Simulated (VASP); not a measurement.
# KBr (zincblende type) (F-43m) in VASP: a series of runs, part 3 of 3

VASP 6.6.1.

### Step 5. Electric field gradients, PBE

This run uses another cell than the first one, of 51.26 Å³/atom, 1.053 times its volume.

The input, INCAR:

```
SYSTEM = KBr
ALGO = Normal
EDIFF = 1E-8
ENCUT = 520
GGA = PE
ISIF = 2
ISMEAR = -1
LASPH = .True.
LCHARG = .False.
LEFG = .True.
LREAL = .False.
LWAVE = .False.
NBANDS = 15
NELM = 100
PREC = Accurate
SIGMA = 0.08
```

The input, KPOINTS:

```
k-points
0
Gamma
  11 11 11
  0 0 0
```

The input, POSCAR:

```
KBr
1.0
    0.0000000000      3.7146932457      3.7146932457
    3.7146932457      0.0000000000      3.7146932457
    3.7146932457      3.7146932457      0.0000000000
K Br
1 1
Direct
    0.0000000000      0.0000000000      0.0000000000
    0.2500000000      0.2500000000      0.2500000000
```

Potentials or basis: VASP PAW PBE potentials, release 64 (K_sv, Br).

The run is started by

```sh
cat potpaw_PBE.64/K_sv/POTCAR potpaw_PBE.64/Br/POTCAR > POTCAR
mpirun -np 1 vasp_std > vasp.out
```

OUTCAR:

```text
SYSTEM = KBr
   EDIFF = 1E-8
   ENCUT = 520
   GGA = PE
   ISIF = 2
   ISMEAR = -1
   LASPH = .True.
   LREAL = .False.
   NELM = 100
   PREC = Accurate

 ion  position               nearest neighbor table
   1  0.000  0.000  0.000-   2 3.22   2 3.22   2 3.22   2 3.22
   2  0.250  0.250  0.250-   1 3.22   1 3.22   1 3.22   1 3.22

  LATTYP: Found a face centered cubic cell.
 ALAT       =     7.4293864914

  Lattice vectors:

 A1 = (   0.0000000000,   3.7146932457,   3.7146932457)
 A2 = (   3.7146932457,   0.0000000000,   3.7146932457)
 A3 = (   3.7146932457,   3.7146932457,   0.0000000000)

Analysis of symmetry for initial positions (statically):
=====================================================================
 Subroutine PRICEL returns:
 Original cell was already a primitive cell.

 Routine SETGRP: Setting up the symmetry group for a
 face centered cubic supercell.

 Subroutine GETGRP returns: Found 24 space group operations
[... 618 lines left out ...]
  volume of cell :      102.52
      direct lattice vectors                 reciprocal lattice vectors
     0.000000000  3.714693246  3.714693246    -0.134600616  0.134600616  0.134600616
     3.714693246  0.000000000  3.714693246     0.134600616 -0.134600616  0.134600616
     3.714693246  3.714693246  0.000000000     0.134600616  0.134600616 -0.134600616

 POSITION                                       TOTAL-FORCE (eV/Angst)
 -----------------------------------------------------------------------------------
      0.00000      0.00000      0.00000         0.000000      0.000000      0.000000
      1.85735      1.85735      1.85735        -0.000000     -0.000000     -0.000000
 -----------------------------------------------------------------------------------
    total drift:                               -0.000000     -0.000000     -0.000000

  FREE ENERGIE OF THE ION-ELECTRON SYSTEM (eV)
  ---------------------------------------------------
  free  energy   TOTEN  =        -6.0373017916 eV

  energy  without entropy=       -6.0373017915  energy(sigma->0) =       -6.03730179

 Electric field gradients (V/A^2)
---------------------------------------------------------------------
 ion       V_xx      V_yy      V_zz      V_xy      V_xz      V_yz
---------------------------------------------------------------------
   1       0.000    -0.000     0.000     0.000     0.000     0.000
   2      -0.000    -0.000     0.000     0.001     0.001     0.001
---------------------------------------------------------------------

 Electric field gradients after diagonalization (V/A^2)
 (convention: |V_zz| > |V_xx| > |V_yy|)
----------------------------------------------------------------------
 ion       V_xx      V_yy      V_zz     asymmetry (V_yy - V_xx)/ V_zz
----------------------------------------------------------------------
   1      -0.000    -0.000     0.001       0.000
   2      -0.001    -0.001     0.001       0.000
----------------------------------------------------------------------

           NMR quadrupolar parameters

 Cq : quadrupolar parameter    Cq=e*Q*V_zz/h
 eta: asymmetry parameters     (V_yy - V_xx)/ V_zz
 Q  : nuclear electric quadrupole moment in mb (millibarn)
----------------------------------------------------------------------
 ion       Cq(MHz)       eta       Q (mb)
----------------------------------------------------------------------
   1       0.000       0.000       1.000
   2       0.000       0.000       1.000
----------------------------------------------------------------------
```

stdout:

```text
POSCAR found type information on POSCAR K Br
 POSCAR found :  2 types and       2 ions
 scaLAPACK will be used
 LDA part: xc-table for (Slater+PW92), standard interpolation
 POSCAR, INCAR and KPOINTS ok, starting setup
 FFT: planning ... GRIDC
 FFT: planning ... GRID_SOFT
 FFT: planning ... GRID
 WAVECAR not read
 entering main loop
ion   1

ion   2
```

Run time: 41 s. Hardware: 1 thread of Intel Xeon 6975P-C (Granite Rapids), shared host; peak memory 0.28 GiB.

Results:

* Free energy: -6.0373 eV
* Pressure: 0.1 GPa
* Band gap on the k mesh: 4.24 eV, indirect (least direct gap 4.26 eV)

Levels at points of the mesh, in eV from the valence-band top:
| k point | band 4 | band 5 | band 6 | band 7 | band 8 | band 9 | band 10 | band 11 | band 12 | band 13 |
| --- | --- | --- | --- | --- | --- | --- | --- | --- | --- | --- |
| (0.00, 0.00, 0.00) | -11.34 | -11.34 | -0.01 | -0.01 | -0.01 | 4.24 | 8.58 | 8.58 | 9.54 | 9.54 |

Caveat: without QUAD_EFG the Cq values of the log hold for a quadrupole moment of 1 mb, not for the nuclei.

### Step 6. Electric field gradients, PBE (volume scaled by 1.05)

The input, INCAR:

```
PREC     = Accurate       # precision mode
ENCUT    = 520            # plane-wave cutoff, eV
EDIFF    = 1E-8           # SCF threshold, eV
ISMEAR   = -1             # smearing method
SIGMA    = 0.08           # smearing width, eV
LREAL    = False          # projectors in reciprocal space
LASPH    = True           # aspherical terms in the spheres
NELM     = 60             # most SCF steps
ALGO     = Normal         # electronic algorithm
ISIF     = 2              # what is computed and relaxed
LWAVE    = False          # write WAVECAR
LCHARG   = False          # write CHGCAR
GGA      = PE             # functional
LEFG     = True         
NBANDS   = 15             # bands
```

The input, KPOINTS:

```
Automatic mesh
0
Gamma
  11 11 11
```

The input, POSCAR:

```
KBr
1.0
    0.0000000000      3.7756006816      3.7756006816
    3.7756006816      0.0000000000      3.7756006816
    3.7756006816      3.7756006816      0.0000000000
K Br
1 1
Direct
    0.0000000000      0.0000000000      0.0000000000
    0.2500000000      0.2500000000      0.2500000000
```

Potentials or basis: VASP PAW PBE potentials, release 64 (K_sv, Br).

The run is started by

```sh
cat potpaw_PBE.64/K_sv/POTCAR potpaw_PBE.64/Br/POTCAR > POTCAR
mpirun -np 1 vasp_std > vasp.out
```

OUTCAR:

```text
PREC = Accurate
   ENCUT = 520
   EDIFF = 1E-8
   ISMEAR = -1
   LREAL = False
   LASPH = True
   NELM = 60
   ISIF = 2
   GGA = PE

 ion  position               nearest neighbor table
   1  0.000  0.000  0.000-   2 3.27   2 3.27   2 3.27   2 3.27
   2  0.250  0.250  0.250-   1 3.27   1 3.27   1 3.27   1 3.27

  LATTYP: Found a face centered cubic cell.
 ALAT       =     7.5512013632

  Lattice vectors:

 A1 = (   0.0000000000,   3.7756006816,   3.7756006816)
 A2 = (   3.7756006816,   0.0000000000,   3.7756006816)
 A3 = (   3.7756006816,   3.7756006816,   0.0000000000)

Analysis of symmetry for initial positions (statically):
=====================================================================
 Subroutine PRICEL returns:
 Original cell was already a primitive cell.

 Routine SETGRP: Setting up the symmetry group for a
 face centered cubic supercell.

 Subroutine GETGRP returns: Found 24 space group operations
[... 618 lines left out ...]
  volume of cell :      107.64
      direct lattice vectors                 reciprocal lattice vectors
     0.000000000  3.775600682  3.775600682    -0.132429259  0.132429259  0.132429259
     3.775600682  0.000000000  3.775600682     0.132429259 -0.132429259  0.132429259
     3.775600682  3.775600682  0.000000000     0.132429259  0.132429259 -0.132429259

 POSITION                                       TOTAL-FORCE (eV/Angst)
 -----------------------------------------------------------------------------------
      0.00000      0.00000      0.00000        -0.000000     -0.000000     -0.000000
      1.88780      1.88780      1.88780         0.000000      0.000000      0.000000
 -----------------------------------------------------------------------------------
    total drift:                               -0.000000     -0.000000     -0.000000

  FREE ENERGIE OF THE ION-ELECTRON SYSTEM (eV)
  ---------------------------------------------------
  free  energy   TOTEN  =        -6.0328465266 eV

  energy  without entropy=       -6.0328465265  energy(sigma->0) =       -6.03284653

 Electric field gradients (V/A^2)
---------------------------------------------------------------------
 ion       V_xx      V_yy      V_zz      V_xy      V_xz      V_yz
---------------------------------------------------------------------
   1      -0.000    -0.000    -0.000     0.000     0.000     0.000
   2       0.000     0.000    -0.000     0.000     0.000     0.000
---------------------------------------------------------------------

 Electric field gradients after diagonalization (V/A^2)
 (convention: |V_zz| > |V_xx| > |V_yy|)
----------------------------------------------------------------------
 ion       V_xx      V_yy      V_zz     asymmetry (V_yy - V_xx)/ V_zz
----------------------------------------------------------------------
   1      -0.000    -0.000     0.001       0.000
   2      -0.000    -0.000     0.000       0.000
----------------------------------------------------------------------

           NMR quadrupolar parameters

 Cq : quadrupolar parameter    Cq=e*Q*V_zz/h
 eta: asymmetry parameters     (V_yy - V_xx)/ V_zz
 Q  : nuclear electric quadrupole moment in mb (millibarn)
----------------------------------------------------------------------
 ion       Cq(MHz)       eta       Q (mb)
----------------------------------------------------------------------
   1       0.000       0.000       1.000
   2       0.000       0.000       1.000
----------------------------------------------------------------------
```

Wall time 36 s (1 thread of Intel Xeon 6975P-C (Granite Rapids), shared host); peak memory 0.29 GiB.

Results:

| Quantity | Value |
| --- | --- |
| Free energy | -6.0328 eV |
| Pressure | -0.3 GPa |
| Band gap on the k mesh | 4.16 eV, indirect (least direct gap 4.17 eV) |

Caveat: the cell differs from its parent crystal (volume scaled by 1.05); without QUAD_EFG the Cq values of the log hold for a quadrupole moment of 1 mb, not for the nuclei. A k mesh can miss the band edges.

### Step 7. Overview

```csv
cell,gap on the mesh (eV),pressure (GPa)
"a = 5.164 Å, angles 60.0°, 2 atoms",4.33,0.6
"a = 5.209 Å, angles 60.0°, 2 atoms",4.29,0.3
"a = 5.253 Å, angles 60.0°, 2 atoms",4.24,0.1
"a = 5.340 Å, angles 60.0°, 2 atoms",4.16,-0.3
```

Alike in all rows: task electric field gradients; level PBE; potentials or basis VASP PAW PBE potentials, release 64 (K_sv, Br); no spin polarisation; k mesh 11 × 11 × 11; cutoff (eV) 520; smearing fermi-dirac 0.08 eV.

Absolute energies hang on the potentials; compare differences alone.
